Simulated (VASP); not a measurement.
Write the native input for VASP 6.6.1 that does the following.

| Item | Value |
| --- | --- |
| Task | relaxation of cell and atoms |
| Functional | PBEsol |
| Dispersion | D3(BJ) |
| Potentials or basis | VASP PAW PBE potentials, release 64 (Mg) |
| Cutoff | 600 eV |
| k mesh | 10 × 10 × 3 |
| Occupations | fermi-dirac, width 0.05 eV |
| Spin | no spin polarisation |
| Dipole correction | no |
| Further INCAR settings | ALGO = Fast; EDIFF = 1e-07; IBRION = 2; EDIFFG = -0.01; NSW = 60; ISIF = 3 |

The structure of Mg lies in POSCAR:

```
Mg
1.0
    3.1768261656      0.0000000000      0.0000000000
   -1.5884130828      2.7512121628      0.0000000000
    0.0000000000      0.0000000000     10.3188620100
Mg
4
Direct
    0.6666666667      0.3333333333      0.7500000000
    0.0000000000      0.0000000000      0.5000000000
    0.3333333333      0.6666666667      0.2500000000
    0.0000000000      0.0000000000      0.0000000000
```

One way to write it, as run:

INCAR

```
PREC     = Accurate       # precision mode
ENCUT    = 600            # plane-wave cutoff, eV
EDIFF    = 1E-7           # SCF threshold, eV
ISMEAR   = -1             # smearing method
SIGMA    = 0.05           # smearing width, eV
LREAL    = False          # projectors in reciprocal space
LASPH    = True           # aspherical terms in the spheres
NELM     = 80             # most SCF steps
ALGO     = Fast           # electronic algorithm
ISIF     = 3              # what is computed and relaxed
LWAVE    = False          # write WAVECAR
LCHARG   = False          # write CHGCAR
GGA      = PS             # functional
IVDW     = 12             # dispersion correction
IBRION   = 2              # ionic algorithm
NSW      = 60             # ionic steps
EDIFFG   = -0.01          # ionic threshold
```

KPOINTS

```
Automatic mesh
0
Gamma
  10 10 3
```

Potentials or basis: VASP PAW PBE potentials, release 64 (Mg).

Command:

```sh
$ cat potpaw_PBE.64/Mg/POTCAR > POTCAR
$ mpirun -np 1 vasp_std > vasp.out
```

Results of the run:

| Quantity | Value |
| --- | --- |
| Relaxed volume | 21.45 Å³/atom |
| Relaxed cell | a = 3.109 Å, b = 3.109 Å, c = 10.248 Å, α = 90.00°, β = 90.00°, γ = 120.00° |
| Space group after relaxing (to 0.05 Å) | P6_3/mmc (No. 194) |
| Energy gained by relaxing | 7.2 meV/atom |
| Ionic steps | 6 |
| Pressure after relaxing | 0.0 GPa |
| Band gap on the k mesh | zero (band 4 reaches 3.53 eV, above the bottom of band 5 at 1.58 eV) |
| Dispersion energy per atom | -0.281 eV |

Caveat: the PAW data sets were made with another functional, which shifts forces and pressure a little; pairwise dispersion overbinds metals, which lowers pressure and volume.

It took 110 s on 1 thread of Intel(R) Xeon(R) Platinum 8259CL CPU @ 2.50GHz (Skylake/Cascade Lake), on a shared host, peak memory 0.26 GiB.
